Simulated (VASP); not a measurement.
Runs of VASP 6.6.1 on ZnO. The structure is that of space group Fm-3m (No. 225), or close to it. The cells are those of the table. 

```tsv
level	cell	smearing	gap on the mesh (eV)	pressure (GPa)
PBE	a = 3.024, b = 3.024, c = 2.976 Å, angles 60.5, 60.5, 59.0°, 2 atoms	fermi-dirac 0.02 eV	(b)	(a)
r2SCAN	a = 3.178 Å, angles 60.0°, 2 atoms	gaussian 0.01 eV	0.85	-20.7
PBE	a = 3.178 Å, angles 60.0°, 2 atoms	fermi-dirac 0.02 eV	(c)	-13.8
r2SCAN	a = 3.024, b = 3.024, c = 2.976 Å, angles 60.5, 60.5, 59.0°, 2 atoms	gaussian 0.01 eV	1.50	3.8
```

Alike in all rows: task single point; potentials or basis VASP PAW PBE potentials, release 64 (Zn, O); no spin polarisation; k mesh 10 × 10 × 10; cutoff (eV) 520.

Q: Estimate the missing entries.

A: (a) 11.6; (b) 0.88; (c) 0.27.

Caveats: the PAW data sets were made with another functional, which shifts forces and pressure a little (some runs).

A k mesh can miss the band edges.
